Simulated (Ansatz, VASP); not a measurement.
Two plane-wave programs on C

Contents of INCAR:

```
PREC = Accurate
ENCUT = 520
EDIFF = 1E-6
ISMEAR = 0
SIGMA = 0.03
LREAL = F
LASPH = T
NELM = 60
ALGO = Normal
ISIF = 2
LWAVE = F
LCHARG = F
GGA = PS
IVDW = 12
NBANDS = 11
```

Contents of KPOINTS:

```
regular mesh
0
Gamma
  16 16 16
```

File POSCAR:

```
C
1.0
    0.0000000000      2.0696277651      3.2332036561
    1.1956910189      0.0000000000      3.2332036561
    1.1956910189      2.0696277651      0.0000000000
C
2
Direct
    0.1432103113      0.8567896887      0.1432103113
    0.8567896887      0.1432103113      0.8567896887
```

Input for Ansatz:

```yaml
crystal:
  lattice:
    - [0.0, 2.0696277651, 3.2332036561]
    - [1.1956910189, 0.0, 3.2332036561]
    - [1.1956910189, 2.0696277651, 0.0]
  atoms:
    - { symbol: C, position: [0.1432103113, 0.8567896887, 0.1432103113] }
    - { symbol: C, position: [0.8567896887, 0.1432103113, 0.8567896887] }
basis:
  ecutwfc: 520.0
kpoints:
  mp_grid: { grid: [16, 16, 16] }
hamiltonian:
  xc: pbesol
  pseudopotentials: { kind: paw, azcp: { folder: soft_1 } }
  dispersion: d3bj
scf:
  occupations: { method: gaussian, width: 0.03 }
output:
  forces: true
  stress: true
  eigenvalues: true
```

Alike in both runs: task single point; functional PBEsol; dispersion D3(BJ); k mesh 16 × 16 × 16; occupations gaussian, width 0.03 eV; no spin polarisation.

|  | VASP | Ansatz |
| --- | --- | --- |
| version | VASP 6.6.1 | Ansatz 0.2.0 |
| potentials or method | VASP PAW PBE potentials, release 64 (C), cutoff 520 eV | scalar-relativistic, plane waves, PAW |
| valence electrons in the cell | 8 | 8 |

Ansatz gave:

| Quantity | Value |
| --- | --- |
| gap on the k mesh at the Fermi level (eV) | none |
| rms of the force components (eV/Å) | 9.500 |

**Question.** What did VASP give for the same quantities?

**Answer.** gap on the k mesh at the Fermi level (eV): none; rms of the force components (eV/Å): 9.586.

VASP's potentials were made for PBE, not for PBEsol, and Ansatz warns of the same on its side. Atom by atom the forces differ by 0.087 eV/Å (rms over components). A gap of «none» marks a metal or a gap that the smearing closes.
